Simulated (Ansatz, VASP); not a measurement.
Two plane-wave programs on Cd2S

The input INCAR:

```
SYSTEM = Cd2S
PREC = Accurate
ENCUT = 520
EDIFF = 1E-6
ISMEAR = 0
SIGMA = 0.1
LREAL = .FALSE.
LASPH = .TRUE.
NELM = 80
ALGO = Normal
ISIF = 2
LWAVE = .FALSE.
LCHARG = .FALSE.
GGA = PE
NBANDS = 22
```

The input KPOINTS:

```
regular mesh
0
G
  6 6 6
  0 0 0
```

File POSCAR:

```
Cd2S
1.0
   -2.2337837200      2.2337837200      3.7043044900
    2.2337837200     -2.2337837200      3.7043044900
    2.2337837200      2.2337837200     -3.7043044900
Cd S
2 1
Direct
    0.6837205600      0.6837205600      0.0000000000
    0.3162794400      0.3162794400      0.0000000000
    0.0000000000      0.0000000000      0.0000000000
```

Input for Ansatz:

```yaml
crystal:
  lattice:
    - [-2.23378372, 2.23378372, 3.70430449]
    - [2.23378372, -2.23378372, 3.70430449]
    - [2.23378372, 2.23378372, -3.70430449]
  atoms:
    - { symbol: Cd, position: [0.68372056, 0.68372056, 0.0] }
    - { symbol: Cd, position: [0.31627944, 0.31627944, 0.0] }
    - { symbol: S, position: [0.0, 0.0, 0.0] }
basis:
  ecutwfc: 420
kpoints:
  mp_grid: { grid: [6, 6, 6] }
hamiltonian:
  xc: pbe
scf:
  occupations: { method: gaussian, width: 0.1 }
  lower_state_search: "off"
output:
  forces: true
  stress: true
  eigenvalues: true
```

Alike in both runs: task single point; functional PBE; k mesh 6 × 6 × 6; occupations gaussian, width 0.1 eV; no spin polarisation.

```csv
,VASP,Ansatz
version,VASP 6.6.1,Ansatz 0.2.0
potentials or method,"VASP PAW PBE potentials, release 64 (Cd, S), cutoff 520 eV","scalar-relativistic, plane waves, PAW"
valence electrons in the cell,30,46
```

|  | VASP | Ansatz | Ansatz less VASP |
| --- | --- | --- | --- |
| gap on the k mesh at the Fermi level (eV) | 0.11 | 0.11 | +0.004 |
| least direct gap on the mesh (eV) | 0.38 | 0.39 | +0.009 |
| pressure (GPa) | 6.3 | 5.9 | -0.42 |
| traceless stress, the component that is largest in VASP (GPa) | 6.58 | 5.89 | -0.688 |
| rms of the force components (eV/Å) | 0.788 | 0.766 | -0.0218 |

Atom by atom the forces differ by 0.022 eV/Å (rms over components). The functional is the same, so the differences come from potentials, cutoffs and numerics. VASP's potentials hold 30 valence electrons a cell and Ansatz's 46, so a difference there can come from the potentials and not from the codes.
